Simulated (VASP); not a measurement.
# CsH5 in VASP: further runs

CsH5 is run at these levels: PBE; tasks: single point, relaxation of cell and atoms.

All numbers are computed with VASP 6.6.1; they aren't measurements. Logs are shortened: lines on timing, memory, paths and dates and some standing lists are left out, and cuts for length are marked.

### 1 The cell of the first run

The typed cell holds 6 atoms: a = 4.418 Å, b = 4.418 Å, c = 4.029 Å, α = 90.00°, β = 90.00°, γ = 120.00°.

### 2 Single point, PBE

INCAR

```
PREC = Accurate ; ENCUT = 520
EDIFF = 1E-6 ; ISMEAR = 0
SIGMA = 0.1 ; LREAL = F
LASPH = T ; NELM = 100
ALGO = Normal ; ISIF = 2
LWAVE = F ; LCHARG = F
GGA = PE ; NBANDS = 16
```

KPOINTS

```
Automatic mesh
0
Gamma
  6 6 4
```

POSCAR

```
CsH5
1.0
    4.4175081807      0.0000000025      0.0000000000
   -2.2087540925      3.8256743047      0.0000000000
    0.0000000000      0.0000000000      4.0290165139
Cs H
1 5
Direct
    0.0000000000      0.0000000000      0.0000000000
    0.5000000000      0.0000000000      0.5000000000
    0.5000000000      0.5000000000      0.5000000000
    0.0000000000      0.5000000000      0.5000000000
    0.3333333333      0.6666666667      0.5000659305
    0.6666666667      0.3333333333      0.4999340695
```

Potentials or basis: VASP PAW PBE potentials, release 64 (Cs_sv, H).

Command:

```bash
$ cat potpaw_PBE.64/Cs_sv/POTCAR potpaw_PBE.64/H/POTCAR > POTCAR
$ mpirun -np 1 vasp_std > vasp.out
```

OUTCAR:

```text
PREC = Accurate
   ENCUT = 520
   EDIFF = 1E-6
   ISMEAR = 0
   LREAL = F
   LASPH = T
   NELM = 100
   ISIF = 2
   GGA = PE

 ion  position               nearest neighbor table
   1  0.000  0.000  0.000-
   2  0.500  0.000  0.500-
   3  0.500  0.500  0.500-
   4  0.000  0.500  0.500-
   5  0.333  0.667  0.500-
   6  0.667  0.333  0.500-

  LATTYP: Found a hexagonal cell.
 ALAT       =     4.4175081807
 C/A-ratio  =     0.9120563786

  Lattice vectors:

 A1 = (   4.4175081807,   0.0000000025,   0.0000000000)
 A2 = (  -2.2087540925,   3.8256743047,   0.0000000000)
 A3 = (   0.0000000000,   0.0000000000,   4.0290165139)

Analysis of symmetry for initial positions (statically):
=====================================================================
 Subroutine PRICEL returns:
 Original cell was already a primitive cell.

 Routine SETGRP: Setting up the symmetry group for a
 hexagonal supercell.

 Subroutine GETGRP returns: Found 12 space group operations
 (whereof 12 operations were pure point group operations)
 out of a pool of 24 trial point group operations.

The static configuration has the point symmetry D_3d.

Analysis of symmetry for dynamics (positions and initial velocities):
=====================================================================
 Subroutine PRICEL returns:
 Original cell was already a primitive cell.

 Routine SETGRP: Setting up the symmetry group for a
 hexagonal supercell.

 Subroutine GETGRP returns: Found 12 space group operations
 (whereof 12 operations were pure point group operations)
 out of a pool of 24 trial point group operations.

The dynamic configuration has the point symmetry D_3d.

 Subroutine INISYM returns: Found 12 space group operations
 (whereof 12 operations are pure point group operations),
 and found     1 'primitive' translations

----------------------------------------------------------------------------------------

                                     Primitive cell

  volume of cell :      68.0902

  direct lattice vectors                    reciprocal lattice vectors
     4.417508181  0.000000003  0.000000000     0.226371963  0.130695914  0.000000000
    -2.208754092  3.825674305  0.000000000    -0.000000000  0.261391828  0.000000000
     0.000000000  0.000000000  4.029016514     0.000000000  0.000000000  0.248199529

  length of vectors
     4.417508181  4.417508181  4.029016514     0.261391828  0.261391828  0.248199529

  position of ions in fractional coordinates (direct lattice)
     0.000000000  0.000000000  0.000000000
     0.500000000  0.000000000  0.500000000
     0.500000000  0.500000000  0.500000000
     0.000000000  0.500000000  0.500000000
     0.333333333  0.666666667  0.500065931
     0.666666667  0.333333333  0.499934070

  ion indices of the primitive-cell ions
   primitive index   ion index
                 1           1
                 2           2
                 3           3
                 4           4
                 5           5
                 6           6

----------------------------------------------------------------------------------------

 KPOINTS: Automatic mesh

Automatic generation of k-mesh.
 Grid dimensions read from file:
 generate k-points for:    6    6    4

 Generating k-lattice:

  Cartesian coordinates                     Fractional coordinates (reciprocal lattice)
     0.037728661  0.021782652  0.000000000     0.166666667 -0.000000000  0.000000000
    -0.000000000  0.043565305  0.000000000     0.000000000  0.166666667  0.000000000
     0.000000000  0.000000000  0.062049882     0.000000000  0.000000000  0.250000000

  Length of vectors
     0.043565305  0.043565305  0.062049882

  Shift w.r.t. Gamma in fractional coordinates (k-lattice)
     0.000000000  0.000000000  0.000000000

 Subroutine IBZKPT returns following result:
 ===========================================

 Found     24 irreducible k-points:

 Following reciprocal coordinates:
            Coordinates               Weight
  0.000000  0.000000  0.000000      1.000000
  0.166667 -0.000000  0.000000      6.000000
  0.333333 -0.000000  0.000000      6.000000
  0.500000  0.000000  0.000000      3.000000
  0.166667  0.166667  0.000000      6.000000
  0.333333  0.166667  0.000000     12.000000
[... 16 lines left out ...]
  0.333333  0.166667  0.500000     12.000000
  0.333333  0.333333  0.500000      2.000000
   k-points           NKPTS =     24   k-points in BZ     NKDIM =     24   number of bands    NBANDS=     16
   number of dos      NEDOS =    301   number of ions     NIONS =      6
   total plane-waves  NPLWV =  38880
   dimension x,y,z NGX =    36 NGY =   36 NGZ =   30
   dimension x,y,z NGXF=    72 NGYF=   72 NGZF=   60
   ions per type =               1   5
   NGX,Y,Z   is equivalent  to a cutoff of  13.55, 13.55, 12.38 a.u.
   NGXF,Y,Z  is equivalent  to a cutoff of  27.10, 27.10, 24.76 a.u.
 SYSTEM =  unknown system
   PREC   = accura    normal or accurate (medium, high low for compatibility)
   ISTART =      0    job   : 0-new  1-cont  2-samecut
   ICHARG =      2    charge: 1-file 2-atom 10-const
   ISPIN  =      1    spin polarized calculation?
   LNONCOLLINEAR =      F non collinear calculations
   LSORBIT =      F    spin-orbit coupling
   LASPH  =      T    aspherical Exc in radial PAW
   ENCUT  =  520.0 eV  38.22 Ry    6.18 a.u.   8.21  8.21  7.49*2*pi/ulx,y,z
   NELM   =    100;   NELMIN=  2; NELMDL= -5     # of ELM steps
   EDIFF  = 0.1E-05   stopping-criterion for ELM
   LREAL  =      F    real-space projection
   EDIFFG = 0.1E-04   stopping-criterion for IOM
   NSW    =      0    number of steps for IOM
   IBRION =     -1    ionic relax: 0-MD 1-quasi-New 2-CG
   NFREE  =      0    steps in history (QN), initial steepest desc. (CG)
   ISIF   =      2    stress and relaxation
   ISYM   =      2    0-nonsym 1-usesym 2-fastsym
   POTIM  = 0.5000    time-step for ionic-motion
   TEBEG  =    0.0;   TEEND  =   0.0 temperature during run
   PSTRESS=    0.0 pullay stress
   NELECT =      14.0000    total number of electrons
   NUPDOWN=      -1.0000    fix difference up-down
   EMIN   =  10.00;   EMAX   =-10.00  energy-range for DOS
   EFERMI =   0.00;   METHOD = LEGACY
   ISMEAR =     0;   SIGMA  =   0.10  broadening in eV -4-tet -1-fermi 0-gaus
   EFERMI_NEDOS =   21; number of points for ismear=-14 and -15
   IALGO  =     38    algorithm
   IMIX   =      4    mixing-type and parameters
     AMIX     =   0.40;   BMIX     =  1.00
     AMIX_MAG =   1.60;   BMIX_MAG =  1.00
  volume/ion in A,a.u.               =      11.35        76.58
  Fermi-wavevector in a.u.,A,eV,Ry     =   0.966250  1.825947 12.702923  0.933638
  Thomas-Fermi vector in A             =   2.096035
   LORBIT       =      0    0 simple, 1 ext, 2 COOP (PROOUT), +10 PAW based schemes
   GGA     = PE    functional components
   LHFCALC =     F    Hartree Fock is set to
   AEXX    =    0.0000 exact exchange contribution
   IVDW    =     0    specifies the selected vdW correction
   LEPSILON=     F    determine dielectric tensor
   LRPA    =     F    only Hartree local field effects (RPA)
 non-spin polarized calculation
 Gauss-broadening in eV      SIGMA  =   0.10
  energy-cutoff  :      520.00
  volume of cell :       68.09
 maximum number of plane-waves:      1860
 NGX is ok and might be reduce to    36
   NGX = 17   NGY = 17   NGZ = 15

 number of electron      13.9999995 magnetization

 Free energy of the ion-electron system (eV)
  ---------------------------------------------------
  ext. energy  EPLUGINS =         0.00000000
  ---------------------------------------------------
  free energy    TOTEN  =       -15.68530791 eV

  energy without entropy =      -15.68263334  energy(sigma->0) =      -15.68397062

 E-fermi :   1.1234     XC(G=0):  -8.3857

 val. band max:        1.1177006852   @ k =   0.0000   0.0000   0.5000
 cond. band min:       1.2080379060   @ k =   0.3333   0.3333   0.5000
 fundamental gap:      0.0903372208
 Fermi energy:         1.1233608805

 k-point     1 :       0.0000    0.0000    0.0000
  band No.  band energies     occupation
      1     -20.5757      2.00000
      2      -7.2249      2.00000
      3      -7.1302      2.00000
      4      -7.1302      2.00000
      5      -6.9107      2.00000
      6      -0.1801      2.00000
[... 8 lines left out ...]
     15       9.3573      0.00000
     16      10.1465      0.00000

 k-point     2 :       0.1667   -0.0000    0.0000
  band No.  band energies     occupation
      1     -20.5559      2.00000
      2      -7.8723      2.00000
      3      -7.1915      2.00000
      4      -6.8832      2.00000
      5      -6.3911      2.00000
      6      -1.8573      2.00000
[... 8 lines left out ...]
     15      10.5612      0.00000
     16      11.0205      0.00000

 k-point     3 :       0.3333   -0.0000    0.0000
  band No.  band energies     occupation
      1     -20.5158      2.00000
      2      -8.3748      2.00000
      3      -7.3085      2.00000
      4      -6.8271      2.00000
      5      -5.5408      2.00000
      6      -3.3985      2.00000
[... 8 lines left out ...]
     15      10.8137      0.00000
     16      11.7699      0.00000

 k-point     4 :       0.5000    0.0000    0.0000
  band No.  band energies     occupation
      1     -20.4954      2.00000
      2      -8.5619      2.00000
      3      -7.3645      2.00000
      4      -6.7985      2.00000
      5      -4.6662      2.00000
      6      -4.4889      2.00000
[... 8 lines left out ...]
     15      10.3503      0.00000
     16      10.5872      0.00000
[... 324 lines left out ...]
 k-point    22 :       0.1667    0.1667    0.5000
  band No.  band energies     occupation
      1     -20.4281      2.00000
      2      -8.5262      2.00000
      3      -7.4299      2.00000
      4      -7.1454      2.00000
      5      -5.5815      2.00000
      6      -2.9923      2.00000
[... 8 lines left out ...]
     15      11.2895      0.00000
     16      13.3400      0.00000

 k-point    23 :       0.3333    0.1667    0.5000
  band No.  band energies     occupation
      1     -20.4032      2.00000
      2      -8.0251      2.00000
      3      -7.6263      2.00000
      4      -7.2675      2.00000
      5      -5.8171      2.00000
      6      -4.1689      2.00000
[... 8 lines left out ...]
     15      10.4263      0.00000
     16      12.1220      0.00000

 k-point    24 :       0.3333    0.3333    0.5000
  band No.  band energies     occupation
      1     -20.3949      2.00000
      2      -7.8407      2.00000
      3      -7.5050      2.00000
      4      -7.5050      2.00000
      5      -5.2789      2.00000
      6      -5.2789      2.00000
[... 8 lines left out ...]
     15      11.1835      0.00000
     16      12.0425      0.00000

------------------------ aborting loop because EDIFF is reached ----------------------------------------

  FORCE on cell =-STRESS in cart. coord.  units (eV):
  Direction    XX          YY          ZZ          XY          YZ          ZX
  --------------------------------------------------------------------------------------
  -------------------------------------------------------------------------------------
  Total       -0.0382245     -0.0382245      0.0092421     -0.0000000      0.0000000      0.0000000
  in kB       -0.8994306     -0.8994306      0.2174688     -0.0000000      0.0000000      0.0000000
  external PRESSURE =      -0.5271308 kB  Pullay stress =       0.0000000 kB

 VOLUME and BASIS-vectors are now :
 -----------------------------------------------------------------------------
  energy-cutoff  :      520.00
  volume of cell :       68.09
      direct lattice vectors                 reciprocal lattice vectors
     4.417508181  0.000000003  0.000000000     0.226371963  0.130695914  0.000000000
    -2.208754092  3.825674305  0.000000000    -0.000000000  0.261391828  0.000000000
     0.000000000  0.000000000  4.029016514     0.000000000  0.000000000  0.248199529

 POSITION                                       TOTAL-FORCE (eV/Angst)
 -----------------------------------------------------------------------------------
      0.00000      0.00000      0.00000        -0.000000      0.000000     -0.000000
      2.20875      0.00000      2.01451        -0.000000      0.000000     -0.000000
      1.10438      1.91284      2.01451        -0.000000      0.000000     -0.000000
     -1.10438      1.91284      2.01451        -0.000000      0.000000     -0.000000
     -0.00000      2.55045      2.01477        -0.000000      0.000000     -0.001265
      2.20875      1.27522      2.01424         0.000000     -0.000000      0.001265
 -----------------------------------------------------------------------------------
    total drift:                                0.000000      0.000000      0.000000

  FREE ENERGIE OF THE ION-ELECTRON SYSTEM (eV)
  ---------------------------------------------------
  free  energy   TOTEN  =       -15.6853079068 eV

  energy  without entropy=      -15.6826333395  energy(sigma->0) =      -15.68397062
```

It took 45 s on 1 thread of Intel Xeon 8259CL, shared host; peak memory 0.19 GiB.

What came out:

```yaml
Free_energy: -15.6853 eV
Pressure: -0.1 GPa
Band_gap_on_the_k_mesh: zero (bands 7 and 8 overlap by 0.61 eV)
```

Stress tensor (GPa, compression positive):
```
-0.09  0.00  0.00
 0.00 -0.09  0.00
 0.00  0.00  0.02
```

Levels at points of the mesh, in eV from the Fermi level:
```csv
k point,band 3,band 4,band 5,band 6,band 7,band 8,band 9,band 10,band 11,band 12
"(0.00, 0.00, 0.00)",-8.25,-8.25,-8.03,-1.30,-0.52,-0.52,3.09,6.59,7.25,7.32
"(0.50, 0.00, 0.00)",-8.49,-7.92,-5.79,-5.61,-0.02,2.62,4.81,5.04,7.00,7.46
"(0.00, 0.00, 0.50)",-8.13,-8.13,-6.36,-1.09,-0.01,-0.01,1.48,4.72,4.72,5.13
"(0.50, 0.00, 0.50)",-8.84,-8.29,-7.18,-4.90,-0.76,2.71,5.02,5.67,6.99,7.51
```

Caveat: the k points lie up to 0.39 Å⁻¹ apart, too coarse for converged energies and pressures of a metal; spin-orbit coupling is left out, which moves the levels of the heavy elements.

[end of part 1 of 2]
